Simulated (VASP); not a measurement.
Wanted: the native input for a VASP 6.6.1 run.

```yaml
Task: relaxation of shape and atoms at fixed volume
Functional: PBE
Dispersion: D4
Potentials_or_basis: VASP PAW PBE potentials, release 64 (In_d, Se)
Cutoff: 600 eV
k_mesh: 6 × 6 × 6
Occupations: gaussian, width 0.05 eV
Spin: no spin polarisation
Dipole_correction: no
Further_INCAR_settings: ALGO = Normal; EDIFF = 1e-06; IBRION = 2; EDIFFG = -0.02; NSW = 60; ISIF = 4
```

The structure of InSe lies in POSCAR:

```
InSe
1.0
    5.9383062682     -2.0710758696      0.0064146278
    5.9383062682      2.0710758696      0.0064146278
   -1.6138791200      0.0000000000      4.2374911276
In Se
2 2
Direct
    0.8851172357      0.8851172357      0.0230297324
    0.1148827643      0.1148827643      0.9769702676
    0.6533965309      0.6533965309      0.6350909985
    0.3466034691      0.3466034691      0.3649090015
```

The input as run:

INCAR

```
SYSTEM = InSe
  ALGO = Normal
  EDIFF = 1E-6
  EDIFFG = -0.02
  ENCUT = 600
  GGA = PE
  IBRION = 2
  ISIF = 4
  ISMEAR = 0
  IVDW = 13
  LASPH = .True.
  LCHARG = .False.
  LREAL = .False.
  LWAVE = .False.
  NELM = 60
  NSW = 60
  PREC = Accurate
  SIGMA = 0.05
```

KPOINTS

```
k-points
0
Gamma
  6 6 6
  0 0 0
```

Potentials or basis: VASP PAW PBE potentials, release 64 (In_d, Se).

Launch:

```sh
$ cat potpaw_PBE.64/In_d/POTCAR potpaw_PBE.64/Se/POTCAR > POTCAR
$ mpirun -np 1 vasp_std > vasp.out
```

It gave:

The energy gained by relaxing is 0.0 meV/atom, the ionic steps are 2 and the pressure after relaxing is -0.2 GPa. The largest force after relaxing is 0.011 eV/Å, the band gap on the k mesh is 0.74 eV (least direct gap 1.07 eV) and the dispersion energy per atom is -0.368 eV.

Caveat: semilocal functionals underestimate gaps, and a narrow one can read as zero; spin-orbit coupling is left out, which moves the levels of the heavy elements.

Wall time 6.1 min on 1 thread of AMD EPYC 7R13 Processor (Zen 3), with other jobs on the host, peak memory 0.38 GiB.
